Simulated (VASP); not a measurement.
A run of VASP 6.6.1 is set up as follows.

The input INCAR:

```
PREC = Accurate
ENCUT = 520
EDIFF = 1E-6
ISMEAR = -1
SIGMA = 0.08
LREAL = False
LASPH = True
NELM = 80
ALGO = Normal
ISIF = 2
LWAVE = False
LCHARG = False
GGA = PE
NBANDS = 19
```

KPOINTS

```
regular mesh
0
Gamma
  13 13 7
```

Contents of POSCAR:

```
Ti
1.0
    2.9597985897      0.0000000000      0.0000000000
   -1.4798992949      2.5632607688      0.0000000000
    0.0000000000      0.0000000000      4.7015682207
Ti
2
Direct
    0.3333333333      0.6666666667      0.2500000000
    0.6666666667      0.3333333333      0.7500000000
```

Potentials or basis: VASP PAW PBE potentials, release 64 (Ti_sv).

Command:

```bash
$ cat potpaw_PBE.64/Ti_sv/POTCAR > POTCAR
$ mpirun -np 1 vasp_std > vasp.out
```

Problem. Predict the pressure.

Solution. -2.8 GPa.

Problem. What does it give for the band gap on the k mesh?

Solution. Zero (bands 12 and 13 overlap by 1.08 eV).

Stress tensor (GPa, compression positive):
```
-2.68  0.00  0.00
 0.00 -2.68  0.00
 0.00  0.00 -3.09
```
